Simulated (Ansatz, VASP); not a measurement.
# Sb: VASP beside Ansatz

```
Sb
1.0
     3.38709    0.00000    0.00000
    -1.69354    2.93330    0.00000
     0.00000    0.00000   11.48893
Sb
4
Cartesian
  1.6935 2.9333 11.4889
  1.6935 2.9333 5.7445
  0.0000 1.9555 2.8722
  1.6935 0.9778 8.6167
```

Alike in both runs: task single point; functional PBE; k mesh 14 × 14 × 4; occupations fermi-dirac, width 0.1 eV; no spin polarisation.

```csv
,VASP,Ansatz
version,VASP 6.6.1,Ansatz 0.2.0
potentials or method,"VASP PAW PBE potentials, release 64 (Sb), cutoff 520 eV","plane waves (420 eV) with PAW, scalar-relativistic"
valence electrons in the cell,20,60
```

```tsv
	VASP	Ansatz	Ansatz less VASP
pressure (GPa)	-2.2	-2.1	+0.13
traceless stress, the component that is largest in VASP (GPa)	-0.05	-0.06	-0.005
```

VASP's potentials hold 20 valence electrons a cell and Ansatz's 60, so a difference there can come from the potentials and not from the codes.

Neither program's run includes spin-orbit coupling.
